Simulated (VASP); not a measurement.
# AlPt: single point with r2SCAN

The system is AlPt.

```
CELL_PARAMETERS angstrom
3.00350 0.00000 0.00000
0.00000 3.00350 0.00000
0.00000 0.00000 3.00350
ATOMIC_POSITIONS crystal
Al 0.00000 0.00000 0.00000
Pt 0.50000 0.50000 0.50000
```

| Item | Value |
| --- | --- |
| Program | VASP 6.6.1 |
| Task | single point |
| Functional | r2SCAN |
| Potentials or basis | VASP PAW PBE potentials, release 64 (Al, Pt) |
| Cutoff | 520 eV |
| k mesh | 14 × 14 × 14 |
| Occupations | gaussian, width 0.1 eV |
| Spin | no spin polarisation |

```
Pressure               : 14.5 GPa
Band gap on the k mesh : zero (an odd number of electrons rules out a gap without spin polarisation)
```

Levels at points of the mesh, in eV from the Fermi level:
| k point | band 4 | band 5 | band 6 | band 7 | band 8 | band 9 | band 10 | band 11 |
| --- | --- | --- | --- | --- | --- | --- | --- | --- |
| (0.00, 0.00, 0.00) | -3.04 | -3.04 | -3.04 | 4.29 | 4.29 | 4.29 | 9.71 | 9.71 |
| (0.50, 0.00, 0.00) | -4.73 | -4.73 | -2.81 | -0.98 | 6.12 | 9.21 | 9.21 | 11.82 |
| (0.50, 0.50, 0.00) | -4.36 | -3.70 | -3.70 | -1.59 | 1.23 | 4.44 | 9.64 | 13.17 |
| (0.50, 0.50, 0.50) | -1.49 | -1.49 | 1.46 | 1.70 | 1.70 | 1.70 | 5.82 | 6.90 |

Wall time 38 s on 1 thread of Intel(R) Xeon(R) 6975P-C (Granite Rapids), on a shared host, peak memory 0.17 GiB.

Caveat: the cell stands under pressure; the PAW data sets were made with another functional, which shifts forces and pressure a little; spin-orbit coupling is left out, which moves the levels of the heavy elements.
